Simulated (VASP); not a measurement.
Here is a VASP 6.6.1 calculation.

INCAR

```
PREC = Accurate ; ENCUT = 520
EDIFF = 1E-6 ; ISMEAR = 1
SIGMA = 0.1 ; LREAL = Auto
LASPH = T ; NELM = 100
ALGO = Normal ; ISIF = 2
LWAVE = F ; LCHARG = F
GGA = PE ; NBANDS = 82
```

Contents of KPOINTS:

```
regular mesh
0
Gamma
  6 6 6
```

POSCAR

```
AlRu
1.0
    6.0068828235      0.0000000000      0.0000000000
    0.0000000000      6.0068828235      0.0000000000
    0.0000000000      0.0000000000      6.0068828235
Al Ru
8 8
Direct
    0.0000000000      0.0000000000      0.0000000000
    0.0000000000      0.0000000000      0.5000000000
    0.0000000000      0.5000000000      0.0000000000
    0.0000000000      0.5000000000      0.5000000000
    0.5000000000      0.0000000000      0.0000000000
    0.5000000000      0.0000000000      0.5000000000
    0.5000000000      0.5000000000      0.0000000000
    0.5000000000      0.5000000000      0.5000000000
    0.2500000000      0.2500000000      0.2500000000
    0.2500000000      0.2500000000      0.7500000000
    0.2500000000      0.7500000000      0.2500000000
    0.2500000000      0.7500000000      0.7500000000
    0.7500000000      0.2500000000      0.2500000000
    0.7500000000      0.2500000000      0.7500000000
    0.7500000000      0.7500000000      0.2500000000
    0.7500000000      0.7500000000      0.7500000000
```

Potentials or basis: VASP PAW PBE potentials, release 64 (Al, Ru_pv).

Command:

```sh
$ cat potpaw_PBE.64/Al/POTCAR potpaw_PBE.64/Ru_pv/POTCAR > POTCAR
$ mpirun -np 1 vasp_std > vasp.out
```

Task: What does it give for the band gap on the k mesh?

Result: Zero (bands 68 and 69 overlap by 1.68 eV).

Task: What does it give for the pressure?

Result: -0.1 GPa.
